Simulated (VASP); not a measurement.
Write the native input for VASP 6.6.1 that does the following.

```
Task                   : single point
Functional             : PBE
Dispersion             : D3(BJ)
Potentials or basis    : VASP PAW PBE potentials, release 64 (Pb_d, O)
Cutoff                 : 520 eV
k mesh                 : 4 × 4 × 4
Occupations            : gaussian, width 0.1 eV
Spin                   : no spin polarisation
Dipole correction      : no
Further INCAR settings : ALGO = Normal; EDIFF = 1e-06; NBANDS = 28
```

The structure of PbO lies in POSCAR:

```
PbO
1.0
    3.9744000000      0.0000000000      0.0000000000
    0.0000000000      3.9744000000      0.0000000000
    0.0000000000      0.0000000000      5.0220000000
Pb O
2 2
Direct
    0.0000000000      0.5000000000      0.2351000000
    0.5000000000      0.0000000000      0.7649000000
    0.0000000000      0.0000000000      0.0000000000
    0.5000000000      0.5000000000      0.0000000000
```

The input as run:

INCAR

```
SYSTEM = PbO
  PREC = Accurate
  ENCUT = 520
  EDIFF = 1E-6
  ISMEAR = 0
  SIGMA = 0.1
  LREAL = .False.
  LASPH = .True.
  NELM = 100
  ALGO = Normal
  ISIF = 2
  LWAVE = .False.
  LCHARG = .True.
  GGA = PE
  IVDW = 12
  LELF = .True.
  LVHAR = .True.
  NBANDS = 28
```

KPOINTS

```
Automatic mesh
0
Gamma
  4 4 4
  0 0 0
```

Potentials or basis: VASP PAW PBE potentials, release 64 (Pb_d, O).

Run with:

```sh
$ cat potpaw_PBE.64/Pb_d/POTCAR potpaw_PBE.64/O/POTCAR > POTCAR
$ mpirun -np 1 vasp_std > vasp.out
```

It gave:

- Pressure: 3.0 GPa
- Largest force: 0.507 eV/Å
- Band gap on the k mesh: 1.25 eV, indirect (least direct gap 2.32 eV)
- Dispersion energy per atom: -0.239 eV

Caveat: spin-orbit coupling is left out, which moves the levels of the heavy elements.

It took 33 s on 1 thread of Intel(R) Xeon(R) Platinum 8375C CPU @ 2.90GHz (Ice Lake) (shared host), peak memory 0.2 GiB.
